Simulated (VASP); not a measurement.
# SiO2 (P4_2/mnm) in VASP: further runs, part 2 of 2

VASP 6.6.1. The steps go on from the part before.

**5. Single point, PBE**

This run uses another cell than the first one, of 8.48 Å³/atom.

INCAR

```
SYSTEM = SiO2
  ALGO = Normal
  EDIFF = 1E-7
  ENCUT = 520
  GGA = PE
  ISIF = 2
  ISMEAR = 0
  LASPH = .True.
  LCHARG = .False.
  LREAL = .False.
  LWAVE = .False.
  NBANDS = 25
  NELM = 60
  PREC = Accurate
  SIGMA = 0.05
```

KPOINTS

```
k-points
0
Gamma
  6 6 8
  0 0 0
```

POSCAR

```
SiO2
1.0
    4.1088000000      0.0000000000      0.0000000000
    0.0000000000      4.1088000000      0.0000000000
    0.0000000000      0.0000000000      3.0125000000
Si O
2 4
Direct
    0.5000000000      0.5000000000      0.5000000000
    0.0000000000      0.0000000000      0.0000000000
    0.6930127928      0.6930127928      0.0000000000
    0.1930127928      0.8069872072      0.5000000000
    0.3069872072      0.3069872072      0.0000000000
    0.8069872072      0.1930127928      0.5000000000
```

Potentials or basis: VASP PAW PBE potentials, release 64 (Si, O).

Launch:

```console
cat potpaw_PBE.64/Si/POTCAR potpaw_PBE.64/O/POTCAR > POTCAR
mpirun -np 1 vasp_std > vasp.out
```

OUTCAR:

```text
SYSTEM = SiO2
   EDIFF = 1E-7
   ENCUT = 520
   GGA = PE
   ISIF = 2
   ISMEAR = 0
   LASPH = .True.
   LREAL = .False.
   NELM = 60
   PREC = Accurate

 ion  position               nearest neighbor table
   1  0.500  0.500  0.500-   4 1.78   6 1.78   5 1.88   3 1.88   3 1.88   5 1.88
   2  0.000  0.000  0.000-   3 1.78   5 1.78   4 1.88   6 1.88   4 1.88   6 1.88
   3  0.693  0.693  0.000-   2 1.78   1 1.88   1 1.88
   4  0.193  0.807  0.500-   1 1.78   2 1.88   2 1.88
   5  0.307  0.307  0.000-   2 1.78   1 1.88   1 1.88
   6  0.807  0.193  0.500-   1 1.78   2 1.88   2 1.88

  LATTYP: Found a simple tetragonal cell.
 ALAT       =     4.1088000000
 C/A-ratio  =     0.7331824377

  Lattice vectors:

 A1 = (   4.1088000000,   0.0000000000,   0.0000000000)
 A2 = (   0.0000000000,   4.1088000000,   0.0000000000)
 A3 = (   0.0000000000,   0.0000000000,   3.0125000000)

Analysis of symmetry for initial positions (statically):
=====================================================================
 Subroutine PRICEL returns:
 Original cell was already a primitive cell.

 Routine SETGRP: Setting up the symmetry group for a
 simple tetragonal supercell.

 Subroutine GETGRP returns: Found 16 space group operations
 (whereof  8 operations were pure point group operations)
 out of a pool of 16 trial point group operations.

The static configuration has the point symmetry D_2h.
 The point group associated with its full space group is D_4h.

Analysis of symmetry for dynamics (positions and initial velocities):
=====================================================================
 Subroutine PRICEL returns:
 Original cell was already a primitive cell.

 Routine SETGRP: Setting up the symmetry group for a
 simple tetragonal supercell.

[... 132 lines left out ...]
     AMIX     =   0.40;   BMIX     =  1.00
     AMIX_MAG =   1.60;   BMIX_MAG =  1.00
  volume/ion in A,a.u.               =       8.48        57.20
  Fermi-wavevector in a.u.,A,eV,Ry     =   1.402832  2.650969 26.775434  1.967939
  Thomas-Fermi vector in A             =   2.525555
   LORBIT       =      0    0 simple, 1 ext, 2 COOP (PROOUT), +10 PAW based schemes
   GGA     = PE    functional components
   LHFCALC =     F    Hartree Fock is set to
   AEXX    =    0.0000 exact exchange contribution
   IVDW    =     0    specifies the selected vdW correction
   LEPSILON=     F    determine dielectric tensor
   LRPA    =     F    only Hartree local field effects (RPA)
 non-spin polarized calculation
 Gauss-broadening in eV      SIGMA  =   0.05
  energy-cutoff  :      520.00
  volume of cell :       50.86
 maximum number of plane-waves:      1393
 NGX is ok and might be reduce to    32
   NGX = 15   NGY = 15   NGZ = 11

 number of electron      31.9999980 magnetization

 Free energy of the ion-electron system (eV)
  ---------------------------------------------------
  ext. energy  EPLUGINS =         0.00000000
  ---------------------------------------------------
  free energy    TOTEN  =       -45.37566147 eV

  energy without entropy =      -45.37566147  energy(sigma->0) =      -45.37566147

 E-fermi :   7.3633     XC(G=0): -11.8786

 val. band max:        7.0716871910   @ k =   0.0000   0.0000   0.0000
 cond. band min:      10.6546846824   @ k =   0.0000   0.0000   0.0000
 fundamental gap:      3.5829974914
 Fermi energy:         7.3633180578

 k-point     1 :       0.0000    0.0000    0.0000
  band No.  band energies     occupation
      1     -14.3713      2.00000
      2     -10.9282      2.00000
      3     -10.9282      2.00000
      4     -10.6158      2.00000
      5      -3.0880      2.00000
      6       0.9199      2.00000
[... 661 lines left out ...]
     24      19.0327      0.00000
     25      20.5068      0.00000

 [... further k-points ...]

------------------------ aborting loop because EDIFF is reached ----------------------------------------

  FORCE on cell =-STRESS in cart. coord.  units (eV):
  Direction    XX          YY          ZZ          XY          YZ          ZX
  --------------------------------------------------------------------------------------
  -------------------------------------------------------------------------------------
  Total        0.0394152      0.0394152    -15.2905435     -0.0000000      0.0000000      0.0000000
  in kB        1.2417019      1.2417019   -481.6997768     -0.0000000      0.0000000      0.0000000
  external PRESSURE =    -159.7387910 kB  Pullay stress =       0.0000000 kB

 VOLUME and BASIS-vectors are now :
 -----------------------------------------------------------------------------
  energy-cutoff  :      520.00
  volume of cell :       50.86
      direct lattice vectors                 reciprocal lattice vectors
     4.108800000  0.000000000  0.000000000     0.243380062  0.000000000  0.000000000
     0.000000000  4.108800000  0.000000000     0.000000000  0.243380062  0.000000000
     0.000000000  0.000000000  3.012500000     0.000000000  0.000000000  0.331950207

 POSITION                                       TOTAL-FORCE (eV/Angst)
 -----------------------------------------------------------------------------------
      2.05440      2.05440      1.50625         0.000000      0.000000      0.000000
      0.00000      0.00000      0.00000         0.000000      0.000000      0.000000
      2.84745      2.84745      0.00000         0.582736      0.582736      0.000000
      0.79305      3.31575      1.50625         0.582736     -0.582736      0.000000
      1.26135      1.26135      0.00000        -0.582736     -0.582736     -0.000000
      3.31575      0.79305      1.50625        -0.582736      0.582736      0.000000
 -----------------------------------------------------------------------------------
    total drift:                                0.000000      0.000000     -0.000000

  FREE ENERGIE OF THE ION-ELECTRON SYSTEM (eV)
  ---------------------------------------------------
  free  energy   TOTEN  =       -45.3756614719 eV

  energy  without entropy=      -45.3756614719  energy(sigma->0) =      -45.37566147
```

OSZICAR:

```text
N       E                     dE             d eps       ncg     rms          rms(c)
DAV:   1     0.134353114092E+03    0.13435E+03   -0.17411E+04  2516   0.122E+03
DAV:   2    -0.426990472441E+02   -0.17705E+03   -0.16765E+03  3162   0.270E+02
DAV:   3    -0.500322636221E+02   -0.73332E+01   -0.72963E+01  3324   0.525E+01
DAV:   4    -0.500802968728E+02   -0.48033E-01   -0.48015E-01  2935   0.496E+00
DAV:   5    -0.500807080727E+02   -0.41120E-03   -0.41109E-03  3312   0.433E-01    0.159E+01
DAV:   6    -0.453299404940E+02    0.47508E+01   -0.13645E+01  3030   0.245E+01    0.693E+00
DAV:   7    -0.453644955707E+02   -0.34555E-01   -0.58757E-01  3107   0.454E+00    0.274E+00
DAV:   8    -0.453697900948E+02   -0.52945E-02   -0.25515E-02  3123   0.136E+00    0.108E+00
DAV:   9    -0.453754571487E+02   -0.56671E-02   -0.10350E-02  3186   0.860E-01    0.252E-01
DAV:  10    -0.453757246772E+02   -0.26753E-03   -0.11728E-03  3146   0.224E-01    0.639E-02
DAV:  11    -0.453756600661E+02    0.64611E-04   -0.21257E-04  3164   0.101E-01    0.144E-02
DAV:  12    -0.453756614704E+02   -0.14043E-05   -0.86606E-06  3072   0.204E-02    0.457E-03
DAV:  13    -0.453756614719E+02   -0.15712E-08   -0.18443E-07  2470   0.328E-03
   1 F= -.45375661E+02 E0= -.45375661E+02  d E =-.164647E-18
```

Wall time 76 s (1 thread of Intel Xeon 8259CL, shared host); peak memory 0.19 GiB.

Results:

* Free energy: -45.3757 eV
* Pressure: -16.0 GPa
* Largest force: 0.824 eV/Å
* Band gap on the k mesh: 3.58 eV

Forces in eV/Å, atoms in the order of the input:
```
Si   0.000  0.000  0.000
Si   0.000  0.000  0.000
O    0.583  0.583  0.000
O    0.583 -0.583  0.000
O   -0.583 -0.583  0.000
O   -0.583  0.583  0.000
```

Levels at points of the mesh, in eV from the valence-band top:
```
           k point  band 14  band 15  band 16  band 17  band 18  band 19
(0.00, 0.00, 0.00)    -0.59    -0.59     0.00     3.58     4.75     6.27
(0.50, 0.00, 0.00)    -2.63    -0.80    -0.80     5.81     5.81     7.06
(0.50, 0.50, 0.00)    -2.72    -1.43    -1.43     5.46     5.46     8.19
(0.00, 0.00, 0.50)    -2.85    -2.11    -2.11     8.11     8.11    11.42
(0.50, 0.00, 0.50)    -1.64    -1.29    -1.29     8.11     8.11    10.09
(0.50, 0.50, 0.50)    -1.13    -1.08    -1.08     6.51     6.51    10.96
```

Caveat: the cell stands under tension.

**6. Summary**

```tsv
cell	gap on the mesh (eV)	pressure (GPa)	largest force (eV/Å)
a = 4.331, b = 4.331, c = 2.690 Å, 6 atoms	4.36	-10.8	0.47
a = 4.204, b = 4.204, c = 2.851 Å, 6 atoms	4.03	-13.7	0.27
a = 4.268, b = 4.268, c = 2.771 Å, 6 atoms	4.19	-12.8	0.09
a = 4.109, b = 4.109, c = 3.013 Å, 6 atoms	3.58	-16.0	0.82
```

Alike in all rows: task single point; level PBE; potentials or basis VASP PAW PBE potentials, release 64 (Si, O); no spin polarisation; k mesh 6 × 6 × 8; cutoff (eV) 520; smearing gaussian 0.05 eV.

Caveats: the cell stands under tension.

Total energies depend on the potentials used, so only differences within one code and one set of settings carry meaning.
